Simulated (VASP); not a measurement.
The system is Hf2Si.

```
Hf Si
1.0
    -3.27535    3.27535    2.58282
     3.27535   -3.27535    2.58282
     3.27535    3.27535   -2.58282
Hf Si
4 2
Direct
  0.84351 0.65649 0.50000
  0.34351 0.84351 0.18703
  0.15649 0.34351 0.50000
  0.65649 0.15649 0.81297
  0.75000 0.75000 0.00000
  0.25000 0.25000 0.00000
```

Base run:

* Program: VASP 6.6.1
* Functional: PBEsol
* Potentials or basis: VASP PAW PBE potentials, release 64 (Hf_pv, Si)
* Cutoff: 520 eV
* k mesh: 6 × 6 × 6
* Occupations: gaussian, width 0.1 eV
* Spin: no spin polarisation

Its results: band gap on the k mesh zero (band 24 reaches 6.58 eV, above the bottom of band 25 at 5.89 eV); pressure -2.6 GPa; largest force 0.020 eV/Å.

Q: After a change of settings the same cell gave: band gap on the k mesh 2.47 eV; pressure -3.1 GPa; largest force 1.781 eV/Å. Which change was it?
A. k mesh from 6 × 6 × 6 to 1 × 1 × 1
B. k mesh from 6 × 6 × 6 to 4 × 4 × 4, shifted
C. k mesh from 6 × 6 × 6 to 5 × 5 × 5; occupations from gaussian, width 0.1 eV to gaussian, width 0.4 eV
D. k mesh from 6 × 6 × 6 to 6 × 6 × 6, shifted

A: A.

Caveats: some runs use coarse meshes; the PAW data sets were made with another functional, which shifts forces and pressure a little; spin-orbit coupling is left out, which moves the levels of the heavy elements.
